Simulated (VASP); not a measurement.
Ti8H, 9 atoms in the cell. The typed cell holds 9 atoms: a = 5.693 Å, b = 5.695 Å, c = 5.693 Å, α = 108.56°, β = 111.30°, γ = 108.56°. 

* Program: VASP 6.6.1
* Task: single point
* Functional: PBE
* Potentials or basis: VASP PAW PBE potentials, release 64 (Ti_sv, H)
* Cutoff: 520 eV
* k mesh: 6 × 6 × 6
* Occupations: gaussian, width 0.1 eV
* Spin: no spin polarisation
* Dipole correction: no
* Further INCAR settings: ALGO = Fast; EDIFF = 1e-06; NBANDS = 58

Potentials or basis: VASP PAW PBE potentials, release 64 (Ti_sv, H).

Command:

```bash
$ cat potpaw_PBE.64/Ti_sv/POTCAR potpaw_PBE.64/H/POTCAR > POTCAR
$ mpirun -np 1 vasp_std > vasp.out
```

Hardware: 1 thread of Intel(R) Xeon(R) 6975P-C (Granite Rapids) (shared host).

Q: Estimate the wall time of this run.

A: It took 18 min on 1 thread of Intel(R) Xeon(R) 6975P-C (Granite Rapids), on a shared host, peak memory 0.42 GiB. Counts: scf iterations 68, k points 46.
